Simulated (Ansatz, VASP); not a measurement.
## Two plane-wave programs on HfGe3W2

```xyz
6
Lattice="2.6227 -4.5585 0.0000 2.6227 4.5585 0.0000 0.0000 0.0000 4.4310" Properties=species:S:1:pos:R:3 pbc="T T T"
Hf    2.6227    0.0000    0.0000
Ge    2.6227    2.9895    0.0000
Ge    2.6227   -2.9895    0.0000
Ge    0.0000    0.0000    2.2155
W     1.3113    2.2793    2.2155
W     1.3113   -2.2793    2.2155
```

Change from the starting cell: species swapped into the LaNi3Rh2 type (Cmmm, No. 65).

Alike in both runs: functional PBE; k mesh 4 × 4 × 4; occupations gaussian, width 0.1 eV; no spin polarisation.

Ansatz relaxed the structure, and its values are those at the end. VASP's run is a single point on that final structure, the one shown.

|  | VASP | Ansatz |
| --- | --- | --- |
| version | VASP 6.6.1 | Ansatz 0.2.0 |
| potentials or method | VASP PAW PBE potentials, release 64 (Hf_pv, Ge_d, W_sv), cutoff 520 eV | scalar-relativistic, plane waves, PAW |
| valence electrons in the cell | 80 | 96 |

Ansatz gave:

| Item | Value |
| --- | --- |
| gap on the k mesh at the Fermi level (eV) | none |
| pressure (GPa) | 0.0 |
| rms of the force components (eV/Å) | 0.002 |

**Question.** Which values does VASP return?

**Answer.** gap on the k mesh at the Fermi level (eV): none; pressure (GPa): 0.0; rms of the force components (eV/Å): 0.004.

A gap of «none» marks a metal or a gap that the smearing closes. VASP's potentials hold 80 valence electrons a cell and Ansatz's 96, so a difference there can come from the potentials and not from the codes.

Neither program's run includes spin-orbit coupling.
